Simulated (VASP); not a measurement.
Wanted: the native input for a VASP 6.6.1 run.

| Property | Result |
| --- | --- |
| Task | relaxation of cell and atoms |
| Functional | PBE |
| Dispersion | D3(BJ) |
| Potentials or basis | VASP PAW PBE potentials, release 64 (Hg) |
| Cutoff | 600 eV |
| k mesh | 8 × 8 × 8 |
| Occupations | fermi-dirac, width 0.02 eV |
| Spin | no spin polarisation |
| Dipole correction | no |
| Further INCAR settings | ALGO = Normal; EDIFF = 1e-07; IBRION = 2; EDIFFG = -0.005; NSW = 80; ISIF = 3 |

The structure of Hg lies in POSCAR:

```
Hg
1.0
    0.0000000000      2.3919113801      2.3919113801
    2.3919113801      0.0000000000      2.3919113801
    2.3919113801      2.3919113801      0.0000000000
Hg
1
Direct
    0.0000000000      0.0000000000      0.0000000000
```

The input as run:

INCAR

```
SYSTEM = Hg
  PREC = Accurate
  ENCUT = 600
  EDIFF = 1E-7
  ISMEAR = -1
  SIGMA = 0.02
  LREAL = .FALSE.
  LASPH = .TRUE.
  NELM = 100
  ALGO = Normal
  ISIF = 3
  LWAVE = .FALSE.
  LCHARG = .FALSE.
  GGA = PE
  IVDW = 12
  IBRION = 2
  NSW = 80
  EDIFFG = -0.005
```

KPOINTS

```
regular mesh
0
G
  8 8 8
  0 0 0
```

Potentials or basis: VASP PAW PBE potentials, release 64 (Hg).

Command:

```bash
$ cat potpaw_PBE.64/Hg/POTCAR > POTCAR
$ mpirun -np 1 vasp_std > vasp.out
```

Results of the run:

* Relaxed volume: 27.06 Å³/atom
* Relaxed cell: a = 3.370 Å, b = 3.370 Å, c = 3.370 Å, α = 60.00°, β = 60.00°, γ = 60.00°
* Space group after relaxing (to 0.05 Å): Fm-3m (No. 225)
* Energy gained by relaxing: 0.2 meV/atom
* Ionic steps: 3
* Pressure after relaxing: 0.0 GPa
* Band gap on the k mesh: zero (band 6 reaches 1.69 eV, above the bottom of band 7 at 0.72 eV)
* Dispersion energy per atom: -0.387 eV

Caveat: spin-orbit coupling is left out, which moves the levels of the heavy elements; pairwise dispersion overbinds metals, which lowers pressure and volume.

Wall time 9.6 s on 1 thread of Intel(R) Xeon(R) 6975P-C (Granite Rapids), on a shared host, peak memory 0.17 GiB.
